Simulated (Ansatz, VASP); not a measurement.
# B in VASP and in Ansatz

POSCAR

```
B
1.0
    0.0000000000      2.0798584578      2.0798584578
    2.0798584578      0.0000000000      2.0798584578
    2.0798584578      2.0798584578      0.0000000000
B
2
Direct
    0.1250000000      0.1250000000      0.1250000000
    0.8750000000      0.8750000000      0.8750000000
```

File INCAR.step1:

```
ALGO = Normal
EDIFF = 1E-4
ENCUT = 520
GGA = PE
ISMEAR = -1
LASPH = T
LCHARG = F
LREAL = F
LWAVE = T
NBANDS = 10
NELM = 60
PREC = Accurate
SIGMA = 0.1
```

Contents of INCAR.step2:

```
ALGO = Normal
EDIFF = 1E-6
ENCUT = 520
ISIF = 2
ISMEAR = -1
ISTART = 1
LASPH = T
LCHARG = F
LMIXTAU = T
LREAL = F
LWAVE = F
METAGGA = R2SCAN
NBANDS = 10
NELM = 60
PREC = Accurate
SIGMA = 0.1
```

File KPOINTS:

```
k-points
0
Gamma
  15 15 15
```

Input for Ansatz:

```yaml
crystal:
  lattice:
    - [0.0, 2.0798584578, 2.0798584578]
    - [2.0798584578, 0.0, 2.0798584578]
    - [2.0798584578, 2.0798584578, 0.0]
  atoms:
    - { symbol: B, position: [0.125, 0.125, 0.125] }
    - { symbol: B, position: [0.875, 0.875, 0.875] }
hamiltonian:
  xc: r2scan
  pseudopotentials:
    kind: paw
    azcp:
      B: "pseudopotentials/B.paw.azcp"
basis:
  ecutwfc: 500
  fft_grid_basis: typed
kpoints:
  mp_grid: { grid: [15, 15, 15], shift: [0, 0, 0] }
magnetization:
  spin_polarized: false
scf:
  occupations: { method: fermi_dirac, width: 0.1 }
  lower_state_search: "off"
output:
  stress: true
```

Alike in both runs: task single point; functional r2SCAN; k mesh 15 × 15 × 15; occupations fermi-dirac, width 0.1 eV; no spin polarisation.

|  | VASP | Ansatz |
| --- | --- | --- |
| version | VASP 6.6.1 | Ansatz 0.2.0 |
| potentials or method | VASP PAW PBE potentials, release 64 (B), cutoff 520 eV | plane waves (500 eV) with PAW, scalar-relativistic |
| valence electrons in the cell | 6 | 6 |

|  | VASP | Ansatz | Ansatz less VASP |
| --- | --- | --- | --- |
| pressure (GPa) | -12.1 | -12.1 | 0.00 |

VASP's potentials were made for PBE, not for r2SCAN. With one functional, cell and mesh, what is left measures potentials, basis and numerics.
